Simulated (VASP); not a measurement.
Runs of VASP 6.6.1 on InAs. The structure is that of space group F-43m (No. 216), or close to it. The cells are those of the table. 

| task | level | potentials or basis | spin | cell | k mesh | cutoff (eV) | gap on the mesh (eV) | pressure (GPa) | relaxed volume (Å³/atom) |
| --- | --- | --- | --- | --- | --- | --- | --- | --- | --- |
| single point | LDA | VASP PAW LDA potentials, release 64 (In_d, As) | off | a = 4.263 Å, angles 60.0°, 2 atoms | 6 × 6 × 6 | 520 | none | 0.1 | - |
| relaxation of cell and atoms | LDA | VASP PAW LDA potentials, release 64 (In_d, As) | off | relaxed from a = 4.376 Å, angles 60.0°, 2 atoms | 6 × 6 × 6 | 600 | none | 0.0 | 27.47 |
| single point | PBEsol | VASP PAW PBE potentials, release 64 (In_d, As) | off | a = 4.306 Å, angles 60.0°, 2 atoms | 6 × 6 × 6 | 520 | none | 0.1 | - |
| single point | PBE | VASP PAW PBE potentials, release 64 (In_d, As) | non-collinear, zero start, SOC | a = 4.320 Å, angles 60.0°, 2 atoms | 8 × 8 × 8 | 520 | - | (a) | - |
| single point | r2SCAN | VASP PAW PBE potentials, release 64 (In_d, As) | off | a = 4.320 Å, angles 60.0°, 2 atoms | 8 × 8 × 8 | 520 | 0.08 | 0.0 | - |
| single point | LDA | VASP PAW LDA potentials, release 64 (In_d, As) | off | a = 4.320 Å, angles 60.0°, 2 atoms | 8 × 8 × 8 | 520 | none | -2.1 | - |
| single point | r2SCAN | VASP PAW PBE potentials, release 64 (In_d, As) | off | a = 4.320 Å, angles 60.0°, 2 atoms | 6 × 6 × 6 | 520 | 0.08 | 0.0 | - |
| relaxation of cell and atoms | PBEsol | VASP PAW PBE potentials, release 64 (In_d, As) | off | relaxed from a = 4.376 Å, angles 60.0°, 2 atoms | 6 × 6 × 6 | 600 | none | 0.0 | 28.29 |

Alike in all rows: smearing fermi-dirac 0.02 eV.

Question: Estimate the missing entries.

Answer: (a) 2.0.

Caveats: spin-orbit coupling is left out, which moves the levels of the heavy elements (at least some runs); semilocal functionals underestimate gaps, so a narrow gap can read as zero (at least some runs); the PAW data sets were made with another functional, which shifts forces and pressure a little (at least some runs).

A k mesh can miss the band edges, and rows without SOC leave out spin-orbit coupling on As, In.

A gap of «none» marks levels without a gap at the run's occupations.
